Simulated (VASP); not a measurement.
# Cs3Pt (Pm-3m) in VASP: notebook

Cs3Pt is run at these levels: PBEsol, PBE; tasks: single point.

Program: VASP 6.6.1. These are calculated values, not measurements. Logs are shortened: lines on timing, memory, paths and dates and some standing lists are left out, and cuts for length are marked.

### 1 The cell of the first run

Symmetry: Pm-3m, No. 221, cubic system. The conventional cell has a = 5.778 Å, b = 5.778 Å, c = 5.778 Å, α = 90.00°, β = 90.00°, γ = 90.00°. Cs (site symmetry 4/mmm) has 8 Cs at 4.09 Å and 4 Pt at 4.09 Å within 5.4 Å. Pt (site symmetry m-3m) has 12 Cs at 4.09 Å within 5.4 Å.

### 2 Single point, PBEsol

INCAR

```
SYSTEM = Cs3Pt
ALGO = Normal
EDIFF = 1E-6
ENCUT = 520
GGA = PS
ISIF = 2
ISMEAR = 1
LASPH = .True.
LCHARG = .True.
LELF = .True.
LREAL = .False.
LVHAR = .True.
LWAVE = .False.
NBANDS = 26
NELM = 80
PREC = Accurate
SIGMA = 0.05
```

KPOINTS

```
k-points
0
Gamma
  3 3 3
  0 0 0
```

POSCAR

```
Cs3Pt
1.0
    5.7776530000      0.0000000000      0.0000000000
    0.0000000000      5.7776530000      0.0000000000
    0.0000000000      0.0000000000      5.7776530000
Cs Pt
3 1
Direct
    0.0000000000      0.0000000000      0.5000000000
    0.0000000000      0.5000000000      0.0000000000
    0.5000000000      0.0000000000      0.0000000000
    0.5000000000      0.5000000000      0.5000000000
```

Potentials or basis: VASP PAW PBE potentials, release 64 (Cs_sv, Pt).

On the command line:

```console
cat potpaw_PBE.64/Cs_sv/POTCAR potpaw_PBE.64/Pt/POTCAR > POTCAR
mpirun -np 1 vasp_std > vasp.out
```

OUTCAR:

```text
SYSTEM = Cs3Pt
   EDIFF = 1E-6
   ENCUT = 520
   GGA = PS
   ISIF = 2
   ISMEAR = 1
   LASPH = .True.
   LREAL = .False.
   NELM = 80
   PREC = Accurate

 ion  position               nearest neighbor table
   1  0.000  0.000  0.500-
   2  0.000  0.500  0.000-
   3  0.500  0.000  0.000-
   4  0.500  0.500  0.500-

  LATTYP: Found a simple cubic cell.
 ALAT       =     5.7776530000

  Lattice vectors:

 A1 = (   5.7776530000,   0.0000000000,   0.0000000000)
 A2 = (   0.0000000000,   5.7776530000,   0.0000000000)
 A3 = (   0.0000000000,   0.0000000000,   5.7776530000)

Analysis of symmetry for initial positions (statically):
=====================================================================
 Subroutine PRICEL returns:
 Original cell was already a primitive cell.

 Routine SETGRP: Setting up the symmetry group for a
 simple cubic supercell.

 Subroutine GETGRP returns: Found 48 space group operations
 (whereof 48 operations were pure point group operations)
 out of a pool of 48 trial point group operations.

The static configuration has the point symmetry O_h .

Analysis of symmetry for dynamics (positions and initial velocities):
=====================================================================
 Subroutine PRICEL returns:
 Original cell was already a primitive cell.

 Routine SETGRP: Setting up the symmetry group for a
 simple cubic supercell.

 Subroutine GETGRP returns: Found 48 space group operations
 (whereof 48 operations were pure point group operations)
 out of a pool of 48 trial point group operations.

The dynamic configuration has the point symmetry O_h .

 Subroutine INISYM returns: Found 48 space group operations
 (whereof 48 operations are pure point group operations),
 and found     1 'primitive' translations

----------------------------------------------------------------------------------------

                                     Primitive cell

  volume of cell :     192.8654

  direct lattice vectors                    reciprocal lattice vectors
     5.777653000  0.000000000  0.000000000     0.173080661  0.000000000  0.000000000
     0.000000000  5.777653000  0.000000000     0.000000000  0.173080661  0.000000000
     0.000000000  0.000000000  5.777653000     0.000000000  0.000000000  0.173080661

  length of vectors
     5.777653000  5.777653000  5.777653000     0.173080661  0.173080661  0.173080661

  position of ions in fractional coordinates (direct lattice)
     0.000000000  0.000000000  0.500000000
     0.000000000  0.500000000  0.000000000
     0.500000000  0.000000000  0.000000000
     0.500000000  0.500000000  0.500000000

  ion indices of the primitive-cell ions
   primitive index   ion index
                 1           1
                 2           2
                 3           3
                 4           4

----------------------------------------------------------------------------------------

 KPOINTS: k-points

Automatic generation of k-mesh.
 Grid dimensions read from file:
 generate k-points for:    3    3    3

 Generating k-lattice:

  Cartesian coordinates                     Fractional coordinates (reciprocal lattice)
     0.057693554  0.000000000  0.000000000     0.333333333  0.000000000  0.000000000
     0.000000000  0.057693554  0.000000000     0.000000000  0.333333333  0.000000000
     0.000000000  0.000000000  0.057693554     0.000000000  0.000000000  0.333333333

  Length of vectors
     0.057693554  0.057693554  0.057693554

  Shift w.r.t. Gamma in fractional coordinates (k-lattice)
     0.000000000  0.000000000  0.000000000

 Subroutine IBZKPT returns following result:
 ===========================================

 Found      4 irreducible k-points:

 Following reciprocal coordinates:
            Coordinates               Weight
  0.000000  0.000000  0.000000      1.000000
  0.333333  0.000000  0.000000      6.000000
  0.333333  0.333333  0.000000     12.000000
  0.333333  0.333333  0.333333      8.000000
   k-points           NKPTS =      4   k-points in BZ     NKDIM =      4   number of bands    NBANDS=     26
   number of dos      NEDOS =    301   number of ions     NIONS =      4
   total plane-waves  NPLWV = 110592
   dimension x,y,z NGX =    48 NGY =   48 NGZ =   48
   dimension x,y,z NGXF=    96 NGYF=   96 NGZF=   96
   ions per type =               3   1
   NGX,Y,Z   is equivalent  to a cutoff of  13.81, 13.81, 13.81 a.u.
   NGXF,Y,Z  is equivalent  to a cutoff of  27.62, 27.62, 27.62 a.u.
 SYSTEM =  Cs3Pt
   PREC   = accura    normal or accurate (medium, high low for compatibility)
   ISTART =      0    job   : 0-new  1-cont  2-samecut
   ICHARG =      2    charge: 1-file 2-atom 10-const
   ISPIN  =      1    spin polarized calculation?
   LNONCOLLINEAR =      F non collinear calculations
   LSORBIT =      F    spin-orbit coupling
   LASPH  =      T    aspherical Exc in radial PAW
   ENCUT  =  520.0 eV  38.22 Ry    6.18 a.u.  10.74 10.74 10.74*2*pi/ulx,y,z
   NELM   =     80;   NELMIN=  2; NELMDL= -5     # of ELM steps
   EDIFF  = 0.1E-05   stopping-criterion for ELM
   LREAL  =      F    real-space projection
   EDIFFG = 0.1E-04   stopping-criterion for IOM
   NSW    =      0    number of steps for IOM
   IBRION =     -1    ionic relax: 0-MD 1-quasi-New 2-CG
   NFREE  =      0    steps in history (QN), initial steepest desc. (CG)
   ISIF   =      2    stress and relaxation
   ISYM   =      2    0-nonsym 1-usesym 2-fastsym
   POTIM  = 0.5000    time-step for ionic-motion
   TEBEG  =    0.0;   TEEND  =   0.0 temperature during run
   PSTRESS=    0.0 pullay stress
   NELECT =      37.0000    total number of electrons
   NUPDOWN=      -1.0000    fix difference up-down
   EMIN   =  10.00;   EMAX   =-10.00  energy-range for DOS
   EFERMI =   0.00;   METHOD = LEGACY
   ISMEAR =     1;   SIGMA  =   0.05  broadening in eV -4-tet -1-fermi 0-gaus
   EFERMI_NEDOS =   21; number of points for ismear=-14 and -15
   IALGO  =     38    algorithm
   IMIX   =      4    mixing-type and parameters
     AMIX     =   0.40;   BMIX     =  1.00
     AMIX_MAG =   1.60;   BMIX_MAG =  1.00
  volume/ion in A,a.u.               =      48.22       325.38
  Fermi-wavevector in a.u.,A,eV,Ry     =   0.944185  1.784252 12.129405  0.891486
  Thomas-Fermi vector in A             =   2.071966
   LORBIT       =      0    0 simple, 1 ext, 2 COOP (PROOUT), +10 PAW based schemes
   GGA     = PS    functional components
   LHFCALC =     F    Hartree Fock is set to
   AEXX    =    0.0000 exact exchange contribution
   IVDW    =     0    specifies the selected vdW correction
   LEPSILON=     F    determine dielectric tensor
   LRPA    =     F    only Hartree local field effects (RPA)
 non-spin polarized calculation
 Methfessel and Paxton  Order N= 1 SIGMA  =   0.05
  energy-cutoff  :      520.00
  volume of cell :      192.87
 maximum number of plane-waves:      5205
 NGX is ok and might be reduce to    48
   NGX = 21   NGY = 21   NGZ = 21

 number of electron      37.0000008 magnetization

 Free energy of the ion-electron system (eV)
  ---------------------------------------------------
  ext. energy  EPLUGINS =         0.00000000
  ---------------------------------------------------
  free energy    TOTEN  =        -8.55903739 eV

  energy without entropy =       -8.55469389  energy(sigma->0) =       -8.55758956

 E-fermi :   2.8349     XC(G=0):  -8.0650

 val. band max:        2.8310961946   @ k =   0.3333   0.3333   0.0000
 cond. band min:       2.9010373887   @ k =   0.3333   0.3333   0.3333
 fundamental gap:      0.0699411942
 Fermi energy:         2.8349163770

 k-point     1 :       0.0000    0.0000    0.0000
  band No.  band energies     occupation
      1     -20.9175      2.00000
      2     -20.6872      2.00000
      3     -20.6872      2.00000
      4      -8.2049      2.00000
      5      -8.2049      2.00000
      6      -8.2049      2.00000
[... 18 lines left out ...]
     25       5.8522      0.00000
     26       5.8522      0.00000

 k-point     2 :       0.3333    0.0000    0.0000
  band No.  band energies     occupation
      1     -20.8695      2.00000
      2     -20.7365      2.00000
      3     -20.6864      2.00000
      4      -8.0812      2.00000
      5      -8.0812      2.00000
      6      -7.9986      2.00000
[... 18 lines left out ...]
     25       5.6941      0.00000
     26       5.7311      0.00000

 k-point     3 :       0.3333    0.3333    0.0000
  band No.  band energies     occupation
      1     -20.8291      2.00000
      2     -20.7446      2.00000
      3     -20.7179      2.00000
      4      -8.2236      2.00000
      5      -7.9364      2.00000
      6      -7.9177      2.00000
[... 18 lines left out ...]
     25       5.1481      0.00000
     26       5.3514      0.00000

 k-point     4 :       0.3333    0.3333    0.3333
  band No.  band energies     occupation
      1     -20.8019      2.00000
      2     -20.7437      2.00000
      3     -20.7437      2.00000
      4      -8.5015      2.00000
      5      -7.9448      2.00000
      6      -7.9304      2.00000
[... 18 lines left out ...]
     25       5.3524      0.00000
     26       5.6303      0.00000

------------------------ aborting loop because EDIFF is reached ----------------------------------------

  FORCE on cell =-STRESS in cart. coord.  units (eV):
  Direction    XX          YY          ZZ          XY          YZ          ZX
  --------------------------------------------------------------------------------------
  -------------------------------------------------------------------------------------
  Total       -1.3759412     -1.3759412     -1.3759412      0.0000000      0.0000000     -0.0000000
  in kB      -11.4302597    -11.4302597    -11.4302597      0.0000000      0.0000000     -0.0000000
  external PRESSURE =     -11.4302597 kB  Pullay stress =       0.0000000 kB

 VOLUME and BASIS-vectors are now :
 -----------------------------------------------------------------------------
  energy-cutoff  :      520.00
  volume of cell :      192.87
      direct lattice vectors                 reciprocal lattice vectors
     5.777653000  0.000000000  0.000000000     0.173080661  0.000000000  0.000000000
     0.000000000  5.777653000  0.000000000     0.000000000  0.173080661  0.000000000
     0.000000000  0.000000000  5.777653000     0.000000000  0.000000000  0.173080661

 POSITION                                       TOTAL-FORCE (eV/Angst)
 -----------------------------------------------------------------------------------
      0.00000      0.00000      2.88883         0.000000      0.000000      0.000000
      0.00000      2.88883      0.00000         0.000000      0.000000      0.000000
      2.88883      0.00000      0.00000         0.000000      0.000000      0.000000
      2.88883      2.88883      2.88883         0.000000      0.000000      0.000000
 -----------------------------------------------------------------------------------
    total drift:                                0.000000     -0.000000      0.000000

  FREE ENERGIE OF THE ION-ELECTRON SYSTEM (eV)
  ---------------------------------------------------
  free  energy   TOTEN  =        -8.5590373926 eV

  energy  without entropy=       -8.5546938881  energy(sigma->0) =       -8.55758956
```

It took 26 s on 1 thread of AMD EPYC 7R13 (Zen 3), shared host; peak memory 0.27 GiB.

What came out:

| Item | Value |
| --- | --- |
| Free energy | -8.5590 eV |
| Pressure | -1.1 GPa |

Levels at points of the mesh, in eV from the Fermi level:
| k point | band 15 | band 16 | band 17 | band 18 | band 19 | band 20 | band 21 | band 22 | band 23 | band 24 |
| --- | --- | --- | --- | --- | --- | --- | --- | --- | --- | --- |
| (0.00, 0.00, 0.00) | -1.65 | -1.51 | -1.51 | -1.51 | -1.18 | 1.38 | 1.38 | 1.38 | 1.58 | 1.58 |

Caveat: the k points lie up to 0.36 Å⁻¹ apart; the PAW data sets were made with another functional, which shifts forces and pressure a little; spin-orbit coupling is left out, which moves the levels of the heavy elements.

### 3 Single point, PBE

Changes to INCAR since step 2:

```diff
@@ -4,3 +4,3 @@
 ENCUT = 520
-GGA = PS
+GGA = PE
 ISIF = 2
@@ -14,3 +14,3 @@
 NBANDS = 26
-NELM = 80
+NELM = 60
 PREC = Accurate
```

KPOINTS is that of step 2.

POSCAR is that of step 2.

Potentials or basis: VASP PAW PBE potentials, release 64 (Cs_sv, Pt).

On the command line:

```console
cat potpaw_PBE.64/Cs_sv/POTCAR potpaw_PBE.64/Pt/POTCAR > POTCAR
mpirun -np 1 vasp_std > vasp.out
```

It took 34 s on 1 thread of AMD EPYC 7R13 (Zen 3), shared host; peak memory 0.27 GiB.

Results (log left out):

```
Free energy : -7.6971 eV
Pressure    : 0.0 GPa
```

Levels at points of the mesh, in eV from the Fermi level:
| k point | band 16 | band 17 | band 18 | band 19 | band 20 | band 21 | band 22 | band 23 |
| --- | --- | --- | --- | --- | --- | --- | --- | --- |
| (0.00, 0.00, 0.00) | -1.54 | -1.54 | -1.54 | -1.20 | 1.37 | 1.37 | 1.37 | 1.57 |

Caveat: the k points lie up to 0.36 Å⁻¹ apart; spin-orbit coupling is left out, which moves the levels of the heavy elements.
